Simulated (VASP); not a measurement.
Set up this calculation in VASP 6.6.1, as the native input.

- Task: single point
- Functional: PBE
- Potentials or basis: VASP PAW PBE potentials, release 64 (Sr_sv, Ca_sv)
- Cutoff: 520 eV
- k mesh: 1 × 1 × 1, shifted
- Occupations: fermi-dirac, width 0.1327 eV
- Spin: no spin polarisation
- Dipole correction: no
- Further INCAR settings: LREAL = Auto; ALGO = Normal; EDIFF = 1e-07; NBANDS = 138; ISYM = 0

The structure of Sr19Ca5 lies in POSCAR:

```
Sr19Ca5
1.0
   10.4978800000     -0.1668760000      0.0738540000
   -0.1668760000     10.3895350000      0.2213770000
    0.0738540000      0.2213770000     11.1990180000
Sr Ca
19 5
Direct
    0.2884796450      0.7245948319      0.7265522740
    0.8065974813      0.3643257340      0.7414446706
    0.1203878418     -0.0090825706      0.7250415660
    0.6203413167      0.2710096739      0.4991376033
    0.2969927383      0.5724349071      0.3897354193
    0.8255091600      0.9817415982      0.5408645505
    0.4461882321      0.2493462920      0.1573021563
    0.4529083545      0.4048604719      0.8233939895
    0.1384855669      0.1158782068      0.4002820173
    0.2321843077      0.9315971078      0.0830584509
    0.4973479610      1.0148002787      0.8074119019
    0.9032639464      0.8621546378      0.2319359731
    0.2812530985      0.5215670053      0.0404140251
    0.9715036259      0.6485158952      0.5714281438
    0.4864374259      0.9232232038      0.4176763773
    0.7271973986      0.3732399014      0.0891319965
    0.0642789150      0.2617808636      0.0413871540
    0.9793458437      0.6634047941      0.9437294260
    0.6046444951      0.7653729663      0.0683649776
    0.9547307092      0.4384852919      0.2940971931
    0.6667373820      0.6180397506      0.4490477640
    0.8354105357      0.0111804571      0.8938878832
    0.6476784343      0.6785613247      0.7567513943
    0.1499167646      0.3556270528      0.6618790502
```

The input as run:

INCAR

```
PREC     = Accurate       # precision mode
ENCUT    = 520            # plane-wave cutoff, eV
EDIFF    = 1E-7           # SCF threshold, eV
ISMEAR   = -1             # smearing method
SIGMA    = 0.1327         # smearing width, eV
LREAL    = Auto         
LASPH    = True           # aspherical terms in the spheres
NELM     = 60             # most SCF steps
ALGO     = Normal         # electronic algorithm
ISIF     = 2              # what is computed and relaxed
LWAVE    = False          # write WAVECAR
LCHARG   = True           # write CHGCAR
GGA      = PE             # functional
LELF     = True           # ELF
LVHAR    = True         
ISYM     = 0            
NBANDS   = 138            # bands
```

KPOINTS

```
Automatic mesh
0
Gamma
  1 1 1
  0.25 0.25 0.25
```

Potentials or basis: VASP PAW PBE potentials, release 64 (Sr_sv, Ca_sv).

Command:

```sh
$ cat potpaw_PBE.64/Sr_sv/POTCAR potpaw_PBE.64/Ca_sv/POTCAR > POTCAR
$ mpirun -np 1 vasp_std > vasp.out
```

Results of the run:

- Pressure: 1.4 GPa
- Largest force: 1.314 eV/Å

Caveat: the k points lie up to 0.61 Å⁻¹ apart; the atoms stand as in a frame of molecular dynamics.

Wall time 11 min on 1 thread of Intel(R) Xeon(R) 6975P-C (Granite Rapids), with other jobs on the host, peak memory 1 GiB.
